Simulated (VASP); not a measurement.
# CuO (P4/mmm) in VASP: settings compared

Aim: see how the results for CuO move with the level of theory and the settings. Levels: PBEsol, PBE+D4, PBE, LDA. Tasks: single point.

Program: VASP 6.6.1. These are calculated values, not measurements. Logs are shortened: lines on timing, memory, paths and dates and some standing lists are left out, and cuts for length are marked.

### Step 1. The cell of the first run

Symmetry: P4/mmm, No. 123, tetragonal system. Conventional cell: a = 4.107 Å, b = 4.107 Å, c = 3.840 Å, α = 90.00°, β = 90.00°, γ = 90.00°. Within 2.5 Å of Cu (site symmetry mmm) lie 4 O at 1.92 to 2.05 Å. Cu (site symmetry 4/mmm) has 6 O at 1.92 to 2.05 Å within 2.5 Å. O (site symmetry 4/mmm) has 6 Cu at 1.92 to 2.05 Å within 2.5 Å. O (site symmetry mmm) has 4 Cu at 1.92 to 2.05 Å within 2.5 Å.

### Step 2. Single point, PBEsol

File INCAR:

```
SYSTEM = CuO
PREC = Accurate
ENCUT = 820
EDIFF = 1E-6
ISMEAR = -1
SIGMA = 0.05
LREAL = .False.
LASPH = .True.
NELM = 120
ALGO = Normal
ISIF = 2
LWAVE = .False.
LCHARG = .True.
GGA = PS
LELF = .True.
LVHAR = .True.
NBANDS = 46
GGA_COMPAT = .False.
```

File KPOINTS:

```
regular mesh
0
Gamma
  7 7 7
  0 0 0
```

File POSCAR:

```
CuO
1.0
    4.1069998943      0.0000000000      0.0000000000
    0.0000000000      4.1069998943      0.0000000000
    0.0000000000      0.0000000000      3.8402416612
Cu O
3 3
Direct
    0.5000000000      0.0000000000      0.5000000000
    0.0000000000      0.5000000000      0.5000000000
    0.0000000000      0.0000000000      0.0000000000
    0.0000000000      0.0000000000      0.5000000000
    0.5000000000      0.0000000000      0.0000000000
    0.0000000000      0.5000000000      0.0000000000
```

Potentials or basis: VASP PAW PBE potentials, release 64 (Cu_sv_GW, O).

Run with:

```
$ cat potpaw_PBE.64/Cu_sv_GW/POTCAR potpaw_PBE.64/O/POTCAR > POTCAR
$ mpirun -np 1 vasp_std > vasp.out
```

OUTCAR:

```text
SYSTEM = CuO
   PREC = Accurate
   ENCUT = 820
   EDIFF = 1E-6
   ISMEAR = -1
   LREAL = .False.
   LASPH = .True.
   NELM = 120
   ISIF = 2
   GGA = PS

 ion  position               nearest neighbor table
   1  0.500  0.000  0.500-   5 1.92   5 1.92   4 2.05   4 2.05
   2  0.000  0.500  0.500-   6 1.92   6 1.92   4 2.05   4 2.05
   3  0.000  0.000  0.000-   4 1.92   4 1.92   6 2.05   5 2.05   6 2.05   5 2.05
   4  0.000  0.000  0.500-   3 1.92   3 1.92   1 2.05   2 2.05   2 2.05   1 2.05
   5  0.500  0.000  0.000-   1 1.92   1 1.92   3 2.05   3 2.05
   6  0.000  0.500  0.000-   2 1.92   2 1.92   3 2.05   3 2.05

  LATTYP: Found a simple tetragonal cell.
 ALAT       =     4.1069998943
 C/A-ratio  =     0.9350479085

  Lattice vectors:

 A1 = (   4.1069998943,   0.0000000000,   0.0000000000)
 A2 = (   0.0000000000,   4.1069998943,   0.0000000000)
 A3 = (   0.0000000000,   0.0000000000,   3.8402416612)

Analysis of symmetry for initial positions (statically):
=====================================================================
 Subroutine PRICEL returns:
 Original cell was already a primitive cell.

 Routine SETGRP: Setting up the symmetry group for a
 simple tetragonal supercell.

 Subroutine GETGRP returns: Found 16 space group operations
 (whereof 16 operations were pure point group operations)
 out of a pool of 16 trial point group operations.

The static configuration has the point symmetry D_4h.

Analysis of symmetry for dynamics (positions and initial velocities):
=====================================================================
 Subroutine PRICEL returns:
 Original cell was already a primitive cell.

 Routine SETGRP: Setting up the symmetry group for a
 simple tetragonal supercell.

 Subroutine GETGRP returns: Found 16 space group operations
 (whereof 16 operations were pure point group operations)
 out of a pool of 16 trial point group operations.

The dynamic configuration has the point symmetry D_4h.

 Subroutine INISYM returns: Found 16 space group operations
 (whereof 16 operations are pure point group operations),
 and found     1 'primitive' translations

----------------------------------------------------------------------------------------

                                     Primitive cell

  volume of cell :      64.7751

[... 95 lines left out ...]
   NELM   =    120;   NELMIN=  2; NELMDL= -5     # of ELM steps
   EDIFF  = 0.1E-05   stopping-criterion for ELM
   LREAL  =      F    real-space projection
   EDIFFG = 0.1E-04   stopping-criterion for IOM
   NSW    =      0    number of steps for IOM
   IBRION =     -1    ionic relax: 0-MD 1-quasi-New 2-CG
   NFREE  =      0    steps in history (QN), initial steepest desc. (CG)
   ISIF   =      2    stress and relaxation
   ISYM   =      2    0-nonsym 1-usesym 2-fastsym
   POTIM  = 0.5000    time-step for ionic-motion
   TEBEG  =    0.0;   TEEND  =   0.0 temperature during run
   PSTRESS=    0.0 pullay stress
   NELECT =      75.0000    total number of electrons
   NUPDOWN=      -1.0000    fix difference up-down
   EMIN   =  10.00;   EMAX   =-10.00  energy-range for DOS
   EFERMI =   0.00;   METHOD = LEGACY
   ISMEAR =    -1;   SIGMA  =   0.05  broadening in eV -4-tet -1-fermi 0-gaus
   EFERMI_NEDOS =   21; number of points for ismear=-14 and -15
   IALGO  =     38    algorithm
   IMIX   =      4    mixing-type and parameters
     AMIX     =   0.40;   BMIX     =  1.00
     AMIX_MAG =   1.60;   BMIX_MAG =  1.00
  volume/ion in A,a.u.               =      10.80        72.85
  Fermi-wavevector in a.u.,A,eV,Ry     =   1.719066  3.248564 40.207783  2.955189
  Thomas-Fermi vector in A             =   2.795762
   LORBIT       =      0    0 simple, 1 ext, 2 COOP (PROOUT), +10 PAW based schemes
   GGA     = PS    functional components
   LHFCALC =     F    Hartree Fock is set to
   AEXX    =    0.0000 exact exchange contribution
   IVDW    =     0    specifies the selected vdW correction
   LEPSILON=     F    determine dielectric tensor
   LRPA    =     F    only Hartree local field effects (RPA)
 non-spin polarized calculation
  energy-cutoff  :      820.00
  volume of cell :       64.78
 maximum number of plane-waves:      3490
 NGX is ok and might be reduce to    40
   NGX = 19   NGY = 19   NGZ = 17

 number of electron      75.0000022 magnetization

 Free energy of the ion-electron system (eV)
  ---------------------------------------------------
  ext. energy  EPLUGINS =         0.00000000
  ---------------------------------------------------
  free energy    TOTEN  =       -30.84821593 eV

  energy without entropy =      -30.81894971  energy(sigma->0) =      -30.83358282

 E-fermi :   4.4565     XC(G=0): -12.0025

 val. band max:        4.4498257656   @ k =   0.4286   0.2857   0.2857
 cond. band min:       4.5004461950   @ k =   0.2857   0.2857   0.0000
 fundamental gap:      0.0506204294
 Fermi energy:         4.4565331391

 k-point     1 :       0.0000    0.0000    0.0000
  band No.  band energies     occupation
      1    -107.9658      2.00000
      2    -107.4644      2.00000
      3    -107.4632      2.00000
      4     -65.5649      2.00000
      5     -65.4546      2.00000
      6     -65.4546      2.00000
[... 1165 lines left out ...]
     45      15.6575      0.00000
     46      16.8716      0.00000

 [... further k-points ...]

------------------------ aborting loop because EDIFF is reached ----------------------------------------

  FORCE on cell =-STRESS in cart. coord.  units (eV):
  Direction    XX          YY          ZZ          XY          YZ          ZX
  --------------------------------------------------------------------------------------
  -------------------------------------------------------------------------------------
  Total       -0.2641820     -0.2641820     -0.2043068      0.0000000      0.0000000      0.0000000
  in kB       -6.5344029     -6.5344029     -5.0534215      0.0000000      0.0000000      0.0000000
  external PRESSURE =      -6.0407425 kB  Pullay stress =       0.0000000 kB

 VOLUME and BASIS-vectors are now :
 -----------------------------------------------------------------------------
  energy-cutoff  :      820.00
  volume of cell :       64.78
      direct lattice vectors                 reciprocal lattice vectors
     4.106999894  0.000000000  0.000000000     0.243486736  0.000000000  0.000000000
     0.000000000  4.106999894  0.000000000     0.000000000  0.243486736  0.000000000
     0.000000000  0.000000000  3.840241661     0.000000000  0.000000000  0.260400279

 POSITION                                       TOTAL-FORCE (eV/Angst)
 -----------------------------------------------------------------------------------
      2.05350      0.00000      1.92012         0.000000      0.000000      0.000000
      0.00000      2.05350      1.92012         0.000000      0.000000      0.000000
      0.00000      0.00000      0.00000         0.000000      0.000000      0.000000
      0.00000      0.00000      1.92012         0.000000      0.000000      0.000000
      2.05350      0.00000      0.00000         0.000000      0.000000      0.000000
      0.00000      2.05350      0.00000         0.000000      0.000000      0.000000
 -----------------------------------------------------------------------------------
    total drift:                               -0.000000     -0.000000     -0.000000

  FREE ENERGIE OF THE ION-ELECTRON SYSTEM (eV)
  ---------------------------------------------------
  free  energy   TOTEN  =       -30.8482159292 eV

  energy  without entropy=      -30.8189497107  energy(sigma->0) =      -30.83358282
```

stdout:

```text
POSCAR found type information on POSCAR CuO
 POSCAR found :  2 types and       6 ions
 scaLAPACK will be used
 -----------------------------------------------------------------------------
|                                                                             |
|                                                                             |
|     You enforced a specific xc type in the INCAR file but a different       |
|     I HOPE YOU KNOW WHAT YOU ARE DOING!                                     |
|                                                                             |
 -----------------------------------------------------------------------------

 LDA part: xc-table for (Slater+PW92), standard interpolation
 POSCAR, INCAR and KPOINTS ok, starting setup
 FFT: planning ... GRIDC
 FFT: planning ... GRID_SOFT
 FFT: planning ... GRID
 WAVECAR not read
 entering main loop
```

Wall time 5.2 min (1 thread of Intel Xeon Platinum 8259CL at 2.50GHz (Skylake/Cascade Lake), shared host); peak memory 0.36 GiB.

Results:

```
Free energy            : -30.8482 eV
Pressure               : -0.6 GPa
Band gap on the k mesh : zero (an odd number of electrons rules out a gap without spin polarisation)
```

Levels at points of the mesh, in eV from the Fermi level:
```
           k point  band 36  band 37  band 38  band 39  band 40  band 41
(0.00, 0.00, 0.00)    -1.60    -1.59    -1.52    -1.39     1.32     6.16
```

Caveat: the PAW data sets were made with another functional, which shifts forces and pressure a little; an odd number of electrons without spin polarisation forces a metal; a magnetic or distorted state may lie lower; semilocal functionals often make such compounds metallic where correlation or magnetic order opens a gap, which also shifts bond lengths.

### Step 3. Single point, PBE+D4

This run uses another cell than the first one, of 11.08 Å³/atom.

File INCAR:

```
SYSTEM = CuO
PREC = Accurate ; ENCUT = 820
EDIFF = 1E-6 ; ISMEAR = -1
SIGMA = 0.05 ; LREAL = .FALSE.
LASPH = .TRUE. ; NELM = 120
ALGO = Normal ; ISIF = 2
LWAVE = .FALSE. ; LCHARG = .TRUE.
GGA = PE ; IVDW = 13
LELF = .TRUE. ; LVHAR = .TRUE.
NBANDS = 46 ; GGA_COMPAT = .FALSE.
```

File KPOINTS:

```
Automatic mesh
0
G
  7 7 7
  0 0 0
```

Changes to POSCAR since step 2:

```diff
@@ -2,5 +2,5 @@
 1.0
-    4.1069998943      0.0000000000      0.0000000000
-    0.0000000000      4.1069998943      0.0000000000
-    0.0000000000      0.0000000000      3.8402416612
+    4.1432213759      0.0000000000      0.0000000000
+    0.0000000000      4.1432213759      0.0000000000
+    0.0000000000      0.0000000000      3.8727699024
 Cu O
```

Potentials or basis: VASP PAW PBE potentials, release 64 (Cu_sv_GW, O).

Run with:

```
$ cat potpaw_PBE.64/Cu_sv_GW/POTCAR potpaw_PBE.64/O/POTCAR > POTCAR
$ mpirun -np 1 vasp_std > vasp.out
```

Wall time 2.6 min (1 thread of AMD EPYC 9R45 (Zen 5), shared host); peak memory 0.34 GiB.

The run converged. Its results:

| Quantity | Value |
| --- | --- |
| Free energy | -29.8820 eV |
| Pressure | -1.1 GPa |
| Band gap on the k mesh | zero (an odd number of electrons rules out a gap without spin polarisation) |
| Dispersion energy per atom | -0.285 eV |

Stress tensor (GPa, compression positive):
```
-1.11  0.00  0.00
 0.00 -1.11  0.00
 0.00  0.00 -0.93
```

Levels at points of the mesh, in eV from the Fermi level:
```
           k point  band 36  band 37  band 38  band 39  band 40  band 41
(0.00, 0.00, 0.00)    -1.51    -1.51    -1.48    -1.38     1.31     6.11
```

Caveat: an odd number of electrons without spin polarisation forces a metal; a magnetic or distorted state may lie lower; semilocal functionals often make such compounds metallic where correlation or magnetic order opens a gap, which also shifts bond lengths. With open d or f shells a metallic result of PBE can be an artefact of self-interaction; +U or a hybrid may open a gap.

### Step 4. Single point, PBE

This run uses another cell than the first one, of 11.22 Å³/atom.

File INCAR:

```
PREC = Accurate
ENCUT = 820
EDIFF = 1E-6
ISMEAR = -1
SIGMA = 0.05
LREAL = False
LASPH = True
NELM = 120
ALGO = Normal
ISIF = 2
LWAVE = False
LCHARG = True
GGA = PE
LELF = True
LVHAR = True
NBANDS = 46
GGA_COMPAT = False
```

File KPOINTS:

```
regular mesh
0
Gamma
  5 5 5
```

Changes to POSCAR since step 3:

```diff
@@ -2,5 +2,5 @@
 1.0
-    4.1432213759      0.0000000000      0.0000000000
-    0.0000000000      4.1432213759      0.0000000000
-    0.0000000000      0.0000000000      3.8727699024
+    4.1609370000      0.0000000000      0.0000000000
+    0.0000000000      4.1609370000      0.0000000000
+    0.0000000000      0.0000000000      3.8876430000
 Cu O
```

Run with:

```
$ cat potpaw_PBE.64/Cu_sv_GW/POTCAR potpaw_PBE.64/O/POTCAR > POTCAR
$ mpirun -np 1 vasp_std > vasp.out
```

It took 99 s on 1 thread of Intel Xeon 6975P-C (Granite Rapids), shared host; peak memory 0.3 GiB.

Results (log left out):

```yaml
Free_energy: -28.0997 eV
Pressure: 1.2 GPa
Band_gap_on_the_k_mesh: zero (an odd number of electrons rules out a gap without spin polarisation)
```

Stress tensor (GPa, compression positive):
```
 1.84  0.00  0.00
 0.00  1.84  0.00
 0.00  0.00 -0.15
```

Levels at points of the mesh, in eV from the Fermi level:
```tsv
k point	band 35	band 36	band 37	band 38	band 39	band 40	band 41	band 42
(0.00, 0.00, 0.00)	-1.61	-1.53	-1.49	-1.49	-1.42	1.24	6.05	7.45
```

Caveat: an odd number of electrons without spin polarisation forces a metal; a magnetic or distorted state may lie lower; semilocal functionals often make such compounds metallic where correlation or magnetic order opens a gap, which also shifts bond lengths.

### Step 5. Single point, LDA

This run uses another cell than the first one, of 10.37 Å³/atom.

File INCAR:

```
SYSTEM = CuO
ALGO = Normal
EDIFF = 1E-7
ENCUT = 520
ISIF = 2
ISMEAR = -1
LASPH = .True.
LCHARG = .False.
LREAL = .False.
LWAVE = .False.
NBANDS = 34
NELM = 60
PREC = Accurate
SIGMA = 0.05
```

File KPOINTS:

```
k-points
0
Gamma
  7 7 7
  0 0 0
```

Changes to POSCAR since step 4:

```diff
@@ -2,5 +2,5 @@
 1.0
-    4.1609370000      0.0000000000      0.0000000000
-    0.0000000000      4.1609370000      0.0000000000
-    0.0000000000      0.0000000000      3.8876430000
+    4.0426850014      0.0000000000      0.0000000000
+    0.0000000000      4.0426850014      0.0000000000
+    0.0000000000      0.0000000000      3.8071675876
 Cu O
```

Potentials or basis: VASP PAW LDA potentials, release 64 (Cu, O).

Run with:

```
$ cat potpaw_LDA.64/Cu/POTCAR potpaw_LDA.64/O/POTCAR > POTCAR
$ mpirun -np 1 vasp_std > vasp.out
```

Run time: 46 s. Hardware: 1 thread of Intel Xeon 6975P-C (Granite Rapids), shared host; peak memory 0.18 GiB.

The run converged. Its results:

```yaml
Free_energy: -33.3184 eV
Pressure: 0.9 GPa
Band_gap_on_the_k_mesh: zero (an odd number of electrons rules out a gap without spin polarisation)
```

Stress tensor (GPa, compression positive):
```
0.51 0.00 0.00
0.00 0.51 0.00
0.00 0.00 1.57
```

Levels at points of the mesh, in eV from the Fermi level:
```tsv
k point	band 24	band 25	band 26	band 27	band 28	band 29
(0.00, 0.00, 0.00)	-1.64	-1.64	-1.60	-1.44	1.48	6.47
```

Caveat: an odd number of electrons without spin polarisation forces a metal; a magnetic or distorted state may lie lower; semilocal functionals often make such compounds metallic where correlation or magnetic order opens a gap, which also shifts bond lengths. With open d or f shells a metallic result of LDA can be an artefact of self-interaction; +U or a hybrid may open a gap.

### Step 6. The runs side by side

| level | potentials or basis | cell | k mesh | cutoff (eV) | gap on the mesh (eV) | pressure (GPa) |
| --- | --- | --- | --- | --- | --- | --- |
| PBEsol | VASP PAW PBE potentials, release 64 (Cu_sv_GW, O) | a = 4.107, b = 4.107, c = 3.840 Å, 6 atoms | 7 × 7 × 7 | 820 | none | -0.6 |
| PBE+D4 | VASP PAW PBE potentials, release 64 (Cu_sv_GW, O) | a = 4.143, b = 4.143, c = 3.873 Å, 6 atoms | 7 × 7 × 7 | 820 | none | -1.1 |
| PBE | VASP PAW PBE potentials, release 64 (Cu_sv_GW, O) | a = 4.161, b = 4.161, c = 3.888 Å, 6 atoms | 5 × 5 × 5 | 820 | none | 1.2 |
| LDA | VASP PAW LDA potentials, release 64 (Cu, O) | a = 4.043, b = 4.043, c = 3.807 Å, 6 atoms | 7 × 7 × 7 | 520 | none | 0.9 |

Alike in all rows: task single point; no spin polarisation; smearing fermi-dirac 0.05 eV.

Caveats: an odd number of electrons without spin polarisation forces a metal; a magnetic or distorted state may lie lower; semilocal functionals often make such compounds metallic where correlation or magnetic order opens a gap, which also shifts bond lengths; the PAW data sets were made with another functional, which shifts forces and pressure a little (at least some runs).

Absolute energies hang on the potentials; compare differences alone.

The gap in the log of VASP goes by the Fermi energy; the results here count the filled bands.